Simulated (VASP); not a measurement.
**InPd: single point with PBEsol-based global hybrid with 25 % exact exchange**

Crystal: InPd.

```xyz
2
Lattice="3.2283 0.0000 0.0000 0.0000 3.2283 0.0000 0.0000 0.0000 3.2283" Properties=species:S:1:pos:R:3 pbc="T T T"
In    0.0000    0.0000    0.0000
Pd    1.6141    1.6141    1.6141
```

```yaml
Program: VASP 6.6.1
Task: single point
Functional: PBEsol-based global hybrid with 25 % exact exchange
Potentials_or_basis: VASP PAW PBE potentials, release 64 (In_d, Pd)
Cutoff: 520 eV
k_mesh: 4 × 4 × 4
Occupations: fermi-dirac, width 0.05 eV
Spin: no spin polarisation
Dipole_correction: no
Grid_for_exact_exchange_PRECFOCK: Normal
Share_of_exact_exchange: 0.25
Further_INCAR_settings: ALGO = Normal; EDIFF = 1e-06; NBANDS = 18
```

The pressure is 0.2 GPa and the band gap on the k mesh is zero (an odd number of electrons rules out a gap without spin polarisation).

Levels at points of the mesh, in eV from the Fermi level:
| k point | band 7 | band 8 | band 9 | band 10 | band 11 | band 12 | band 13 | band 14 | band 15 | band 16 |
| --- | --- | --- | --- | --- | --- | --- | --- | --- | --- | --- |
| (0.00, 0.00, 0.00) | -5.62 | -5.62 | -3.73 | -3.72 | -3.71 | 5.07 | 5.07 | 5.08 | 11.45 | 11.90 |
| (0.50, 0.00, 0.00) | -7.76 | -5.62 | -4.89 | -4.88 | -3.83 | -2.18 | 10.92 | 11.11 | 11.11 | 12.13 |
| (0.50, 0.50, 0.00) | -5.21 | -4.23 | -4.20 | -3.45 | -3.39 | -3.13 | 2.19 | 3.32 | 10.89 | 12.56 |
| (0.50, 0.50, 0.50) | -6.71 | -6.70 | -3.07 | -3.07 | 0.78 | 4.31 | 4.36 | 4.39 | 5.15 | 5.20 |

It took 20 min on 1 thread of Intel(R) Xeon(R) Platinum 8259CL CPU @ 2.50GHz (Skylake/Cascade Lake), with other jobs on the host, peak memory 0.16 GiB.

Caveat: the k points lie up to 0.49 Å⁻¹ apart, too coarse for converged energies and pressures of a metal; the PAW data sets were made with another functional, which shifts forces and pressure a little; spin-orbit coupling is left out, which moves the levels of the heavy elements.
